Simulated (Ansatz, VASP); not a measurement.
# MgO in VASP and in Ansatz

```
CELL_PARAMETERS angstrom
0.00000 2.11100 2.11100
2.11100 0.00000 2.11100
2.11100 2.11100 0.00000
ATOMIC_POSITIONS crystal
Mg 0.00000 0.00000 0.00000
O 0.50000 0.50000 0.50000
```

Alike in both runs: task single point; functional PBE; k mesh 4 × 4 × 4; occupations fermi-dirac, width 0.1 eV; no spin polarisation.

|  | VASP | Ansatz |
| --- | --- | --- |
| version | VASP 6.6.1 | Ansatz 0.2.0 |
| potentials or method | VASP PAW PBE potentials, release 64 (Mg, O), cutoff 600 eV | PAW, plane waves, scalar-relativistic |
| valence electrons in the cell | 8 | 16 |

|  | VASP | Ansatz | Ansatz less VASP |
| --- | --- | --- | --- |
| pressure (GPa) | 2.6 | 3.5 | +0.97 |

The functional is the same, so the differences come from potentials, cutoffs and numerics. VASP's potentials hold 8 valence electrons a cell and Ansatz's 16, so a difference there can come from the potentials and not from the codes.

The k mesh is coarse, so the values compare programs but aren't converged.
